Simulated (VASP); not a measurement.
Wanted: the native input for a VASP 6.6.1 run.

```yaml
Task: single point
Functional: PBEsol
Potentials_or_basis: VASP PAW PBE potentials, release 64 (Ca_sv)
Cutoff: 520 eV
k_mesh: 5 × 5 × 3
Occupations: fermi-dirac, width 0.05 eV
Spin: no spin polarisation
Dipole_correction: no
Further_INCAR_settings: ALGO = Normal; EDIFF = 1e-06; NBANDS = 17
```

The structure of Ca lies in POSCAR:

```
Ca
1.0
    3.9800000000      0.0000000000      0.0000000000
   -1.9900000000      3.4467811071      0.0000000000
    0.0000000000      0.0000000000      6.5200000000
Ca
2
Direct
    0.6666666667      0.3333333333      0.7500000000
    0.3333333333      0.6666666667      0.2500000000
```

These files were run (other wordings do the same):

INCAR

```
ALGO     = Normal         # electronic algorithm
EDIFF    = 1E-6           # SCF threshold, eV
ENCUT    = 520            # plane-wave cutoff, eV
GGA      = PS             # functional
ISIF     = 2              # what is computed and relaxed
ISMEAR   = -1             # smearing method
LASPH    = T              # aspherical terms in the spheres
LCHARG   = F              # write CHGCAR
LREAL    = F              # projectors in reciprocal space
LWAVE    = F              # write WAVECAR
NBANDS   = 17             # bands
NELM     = 80             # most SCF steps
PREC     = Accurate       # precision mode
SIGMA    = 0.05           # smearing width, eV
```

KPOINTS

```
k-points
0
Gamma
  5 5 3
```

Potentials or basis: VASP PAW PBE potentials, release 64 (Ca_sv).

Launch:

```bash
$ cat potpaw_PBE.64/Ca_sv/POTCAR > POTCAR
$ mpirun -np 1 vasp_std > vasp.out
```

It gave:

```yaml
Pressure: -1.4 GPa
Band_gap_on_the_k_mesh: zero (band 10 reaches 1.79 eV, above the bottom of band 11 at 1.46 eV)
```

Caveat: the k points lie up to 0.36 Å⁻¹ apart; the PAW data sets were made with another functional, which shifts forces and pressure a little.

Run time: 18 s on 1 thread of Intel(R) Xeon(R) Platinum 8488C (Sapphire Rapids), with other jobs on the host, peak memory 0.18 GiB.
